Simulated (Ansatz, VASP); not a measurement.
## Two plane-wave programs on CdS

```
CELL_PARAMETERS angstrom
3.78312 0.00000 0.00000
0.00000 5.32388 0.00000
0.00000 0.00000 3.71563
ATOMIC_POSITIONS crystal
Cd 0.50000 0.45675 0.24212
Cd 0.00000 0.95675 0.75788
S 0.50000 0.04325 0.28246
S 0.00000 0.54325 0.71754
```

Alike in both runs: task single point; functional PBE; k mesh 10 × 8 × 10; occupations gaussian, width 0.05 eV; no spin polarisation.

|  | VASP | Ansatz |
| --- | --- | --- |
| version | VASP 6.6.1 | Ansatz 0.2.0 |
| potentials or method | VASP PAW PBE potentials, release 64 (Cd, S), cutoff 520 eV | scalar-relativistic, plane waves, PAW |
| valence electrons in the cell | 36 | 52 |

```tsv
	VASP	Ansatz	Ansatz less VASP
gap on the k mesh at the Fermi level (eV)	0.58	0.60	+0.018
least direct gap on the mesh (eV)	1.26	1.29	+0.030
pressure (GPa)	19.7	18.8	-0.82
traceless stress, the component that is largest in VASP (GPa)	22.07	21.53	-0.544
rms of the force components (eV/Å)	2.021	1.964	-0.0568
```

Atom by atom the forces differ by 0.057 eV/Å (rms over components). VASP's potentials hold 36 valence electrons a cell and Ansatz's 52, so a difference there can come from the potentials and not from the codes.
